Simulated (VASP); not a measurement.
Wanted: the native input for a VASP 6.6.1 run.

```
Task                            : G0W0 quasiparticle levels
Functional                      : PBE
Potentials or basis             : VASP PAW PBE potentials, release 64 (B_GW, N_GW)
Cutoff                          : 500 eV
k mesh                          : 6 × 6 × 6
Occupations                     : gaussian, width 0.01 eV
Spin                            : no spin polarisation
Dipole correction               : no
GW scheme                       : G0W0
GW iterations                   : 1
Cutoff of the response function : 150
Frequency points                : 48
Empty bands                     : 52
Further INCAR settings          : ALGO = EVGW0; EDIFF = 1e-08; NBANDS = 56
```

The system is BN.

```
CELL_PARAMETERS angstrom
0.00000 1.87702 1.77338
1.87702 0.00000 1.77338
1.87702 1.87702 0.00000
ATOMIC_POSITIONS crystal
B 0.00000 0.00000 0.00000
N 0.25000 0.25000 0.25000
```

These files were run (other wordings do the same):

POSCAR

```
BN
1.0
    0.0000000000      1.8770184836      1.7733753805
    1.8770184836      0.0000000000      1.7733753805
    1.8770184836      1.8770184836      0.0000000000
B N
1 1
Direct
    0.0000000000      0.0000000000      0.0000000000
    0.2500000000      0.2500000000      0.2500000000
```

INCAR.step1

```
SYSTEM = BN
ALGO = Normal ; EDIFF = 1E-8
ENCUT = 500 ; GGA = PE
ISMEAR = 0 ; LASPH = .TRUE.
LCHARG = .FALSE. ; LREAL = .FALSE.
LWAVE = .TRUE. ; NELM = 60
PREC = Accurate ; SIGMA = 0.01
```

INCAR.step2

```
SYSTEM = BN
ALGO = Exact ; EDIFF = 1E-8
ENCUT = 500 ; GGA = PE
ISMEAR = 0 ; ISTART = 1
LASPH = .TRUE. ; LCHARG = .FALSE.
LOPTICS = .TRUE. ; LREAL = .FALSE.
LWAVE = .TRUE. ; NBANDS = 56
NELM = 1 ; PREC = Accurate
SIGMA = 0.01
```

INCAR.step3

```
SYSTEM = BN
ALGO = EVGW0 ; EDIFF = 1E-8
ENCUT = 500 ; ENCUTGW = 150.0
GGA = PE ; ISMEAR = 0
ISTART = 1 ; LASPH = .TRUE.
LCHARG = .FALSE. ; LREAL = .FALSE.
LWAVE = .FALSE. ; NBANDS = 56
NBANDSGW = 12 ; NELMGW = 1
NOMEGA = 48 ; PREC = Accurate
PRECFOCK = Fast ; SIGMA = 0.01
```

KPOINTS

```
k-points
0
G
  6 6 6
  0 0 0
```

Potentials or basis: VASP PAW PBE potentials, release 64 (B_GW, N_GW).

Launch:

```console
$ cat potpaw_PBE.64/B_GW/POTCAR potpaw_PBE.64/N_GW/POTCAR > POTCAR
$ cp INCAR.step1 INCAR
$ mpirun -np 1 vasp_std > vasp.out
$ cp INCAR.step2 INCAR
$ mpirun -np 1 vasp_std > vasp.out
$ cp INCAR.step3 INCAR
$ mpirun -np 1 vasp_std > vasp.out
```

It gave:

| Property | Result |
| --- | --- |
| Quasiparticle gap | 4.91 eV |
| Least direct quasiparticle gap | 10.01 eV |
| Band gap of the starting levels on the mesh | 3.49 eV |
| Least direct gap of the starting levels on the mesh | 7.99 eV |

Caveat: the k points lie up to 0.49 Å⁻¹ apart; bands, screening cutoff and mesh are small and nothing is extrapolated, so the quasiparticle values aren't converged.

It took 2.7 min on 1 thread of AMD EPYC 7R43 64-Core Processor (Zen 3), on a shared host, peak memory 0.22 GiB.
